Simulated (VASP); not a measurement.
Input of a VASP 6.6.1 run:

INCAR

```
ALGO = Normal
EDIFF = 1E-7
ENCUT = 520
GGA = PE
ISIF = 2
ISMEAR = -1
LASPH = True
LCHARG = True
LELF = True
LREAL = False
LVHAR = True
LWAVE = False
NBANDS = 14
NELM = 60
PREC = Accurate
SIGMA = 0.02
```

The input KPOINTS:

```
k-points
0
Gamma
  8 8 8
```

Contents of POSCAR:

```
NaF
1.0
    0.0000000000      2.2858943317      2.2858943317
    2.2858943317      0.0000000000      2.2858943317
    2.2858943317      2.2858943317      0.0000000000
Na F
1 1
Direct
   -0.0426458908      0.0823524506      0.0823542004
    1.2926457094      0.4176476956      0.4176459457
```

Potentials or basis: VASP PAW PBE potentials, release 64 (Na_pv, F).

Launch:

```console
$ cat potpaw_PBE.64/Na_pv/POTCAR potpaw_PBE.64/F/POTCAR > POTCAR
$ mpirun -np 1 vasp_std > vasp.out
```

**Question.** Predict the pressure.

**Answer.** 34.8 GPa.

**Question.** Estimate the band gap on the k mesh.

**Answer.** 6.19 eV, direct.

Stress tensor (GPa, compression positive):
```
 34.78 -16.83 -16.83
-16.83  34.78 -16.83
-16.83 -16.83  34.78
```

A hybrid or GW would open this gap; PBE tends to underestimate it.
